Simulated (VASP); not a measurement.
Input of a VASP 6.6.1 run:

File INCAR:

```
PREC     = Accurate       # precision mode
ENCUT    = 520            # plane-wave cutoff, eV
EDIFF    = 1E-6           # SCF threshold, eV
ISMEAR   = -1             # smearing method
SIGMA    = 0.02           # smearing width, eV
LREAL    = False          # projectors in reciprocal space
LASPH    = True           # aspherical terms in the spheres
NELM     = 100            # most SCF steps
ALGO     = Normal         # electronic algorithm
ISIF     = 2              # what is computed and relaxed
LWAVE    = False          # write WAVECAR
LCHARG   = False          # write CHGCAR
NBANDS   = 16             # bands
```

KPOINTS

```
Automatic mesh
0
Gamma
  8 8 8
```

Contents of POSCAR:

```
AgCl
1.0
    0.0000000000      2.7731500000      2.7176870000
    2.7731500000      0.0000000000      2.7176870000
    2.7731500000      2.7731500000      0.0000000000
Ag Cl
1 1
Direct
    0.5000000000      0.5000000000      0.5000000000
    0.0000000000      0.0000000000      0.0000000000
```

Potentials or basis: VASP PAW LDA potentials, release 64 (Ag, Cl).

Run with:

```bash
$ cat potpaw_LDA.64/Ag/POTCAR potpaw_LDA.64/Cl/POTCAR > POTCAR
$ mpirun -np 1 vasp_std > vasp.out
```

Task: What does it give for the pressure?

Result: -4.7 GPa.

Task: What does it give for the band gap on the k mesh?

Result: 0.58 eV, indirect (least direct gap 3.01 eV).

Stress tensor (GPa, compression positive):
```
-4.79  0.00  0.00
 0.00 -4.79  0.00
 0.00  0.00 -4.55
```

Caveat: the cell differs from its parent crystal (zz strain of -2 %). A k mesh can miss the band edges.
